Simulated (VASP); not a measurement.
A run of VASP 6.6.1:

INCAR

```
SYSTEM = Al2Cu
PREC = Accurate
ENCUT = 520
EDIFF = 1E-6
ISMEAR = 0
SIGMA = 0.15
LREAL = .FALSE.
LASPH = .TRUE.
NELM = 80
ALGO = Fast
ISIF = 2
LWAVE = .FALSE.
LCHARG = .FALSE.
GGA = PE
NBANDS = 16
```

The input KPOINTS:

```
regular mesh
0
G
  10 10 14
  0 0 0
```

File POSCAR:

```
Al2Cu
1.0
    4.1211626268      0.0000000000      0.0000000000
    0.0000000000      4.1211626268      0.0000000000
    0.0000000000      0.0000000000      2.8847334069
Al Cu
2 1
Direct
    0.5090462006      0.0058614588      0.5000000000
   -0.1184131868      0.4741577779      0.5000000000
    0.0464370620      0.0084838028      0.0000000000
```

Potentials or basis: VASP PAW PBE potentials, release 64 (Al, Cu).

Command:

```sh
$ cat potpaw_PBE.64/Al/POTCAR potpaw_PBE.64/Cu/POTCAR > POTCAR
$ mpirun -np 1 vasp_std > vasp.out
```

Hardware: 1 thread of Intel Xeon 8259CL (shared host).

How long does it take, and how much memory?

Run time: 6 min on 1 thread of Intel Xeon 8259CL, with other jobs on the host, peak memory 0.42 GiB. Counts: scf iterations 17, k points 416.
